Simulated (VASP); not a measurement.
**Cs: single point with SVWN5**

Cs:

```
Cs
1.0
    -3.12847    3.12847    3.12847
     3.12847   -3.12847    3.12847
     3.12847    3.12847   -3.12847
Cs
1
Direct
  0.00000 0.00000 0.00000
```

```json
{
 "Program": "VASP 6.6.1",
 "Task": "single point",
 "Functional": "SVWN5",
 "Potentials or basis": "VASP PAW PBE potentials, release 64 (Cs_sv)",
 "Cutoff": "520 eV",
 "k mesh": "6 × 6 × 6",
 "Occupations": "tetrahedron",
 "Spin": "no spin polarisation",
 "Dipole correction": "no",
 "Further INCAR settings": "ALGO = Normal; EDIFF = 1e-06; NBANDS = 10"
}
```

```json
{"Pressure": "-0.4 GPa"}
```

Levels at points of the mesh, in eV from the Fermi level:
```tsv
k point	band 2	band 3	band 4	band 5	band 6	band 7
(0.00, 0.00, 0.00)	-10.63	-10.63	-10.63	-1.64	2.37	2.37
(0.50, 0.00, 0.00)	-10.75	-10.67	-10.63	0.02	0.86	1.60
(0.50, 0.50, 0.50)	-10.72	-10.72	-10.72	0.71	0.71	2.85
```

Run time: 12 s on 1 thread of Intel Xeon 8259CL (shared host), peak memory 0.19 GiB.

Caveat: the PAW data sets were made with another functional, which shifts forces and pressure a little; spin-orbit coupling is left out, which moves the levels of the heavy elements; tetrahedron occupations give inexact forces and stress in metals.
